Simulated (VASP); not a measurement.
Here is a VASP 6.6.1 calculation.

The input INCAR:

```
SYSTEM = CdSe
PREC = Accurate
ENCUT = 520
EDIFF = 1E-7
ISMEAR = 0
SIGMA = 0.05
LREAL = .FALSE.
LASPH = .TRUE.
NELM = 100
ALGO = Normal
ISIF = 2
LWAVE = .FALSE.
LCHARG = .FALSE.
GGA = PS
NBANDS = 16
```

File KPOINTS:

```
regular mesh
0
G
  10 10 10
  0 0 0
```

POSCAR

```
CdSe
1.0
    0.0000000000      2.8136417379      2.8136417379
    2.8136417379      0.0000000000      2.8136417379
    3.0541143184      3.0541143184     -0.2404725805
Cd Se
1 1
Direct
    0.0000000000      0.0000000000      0.0000000000
    0.7500000000      0.7500000000      0.7500000000
```

Potentials or basis: VASP PAW PBE potentials, release 64 (Cd, Se).

The run is started by

```sh
$ cat potpaw_PBE.64/Cd/POTCAR potpaw_PBE.64/Se/POTCAR > POTCAR
$ mpirun -np 1 vasp_std > vasp.out
```

(1) Estimate the band gap on the k mesh.

(2) Predict the pressure.

(3) What does it give for the largest force?

Answers

(1) 0.45 eV, direct.

(2) 9.8 GPa.

(3) 1.173 eV/Å.

Caveat: the PAW data sets were made with another functional, which shifts forces and pressure a little.
